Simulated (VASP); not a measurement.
Here is a VASP 6.6.1 calculation.

Contents of INCAR:

```
SYSTEM = SiC
ALGO = Normal ; EDIFF = 1E-6
ENCUT = 520 ; GGA = PE
ISIF = 2 ; ISMEAR = 0
LASPH = .TRUE. ; LCHARG = .FALSE.
LREAL = .FALSE. ; LWAVE = .FALSE.
NBANDS = 16 ; NELM = 60
PREC = Accurate ; SIGMA = 0.02
```

Contents of KPOINTS:

```
k-points
0
G
  10 10 6
  0 0 0
```

Contents of POSCAR:

```
SiC
1.0
    2.2117616006      2.2117616006      0.0000000000
   -2.2117616006      2.2117616006      0.0000000000
    0.0000000000      0.0000000000      4.4235232011
Si C
2 2
Direct
    0.5000000000      0.0000000000      0.7500000000
    0.0000000000      0.5000000000      0.2500000000
    0.0000000000      0.0000000000      0.0000000000
    0.5000000000      0.5000000000      0.5000000000
```

Potentials or basis: VASP PAW PBE potentials, release 64 (Si, C).

The run is started by

```console
$ cat potpaw_PBE.64/Si/POTCAR potpaw_PBE.64/C/POTCAR > POTCAR
$ mpirun -np 1 vasp_std > vasp.out
```

Question: Predict the pressure.

Answer: -6.0 GPa.

Question: What does it give for the band gap on the k mesh?

Answer: 1.40 eV.

Caveat: the cell stands under tension. A k mesh can miss the band edges.
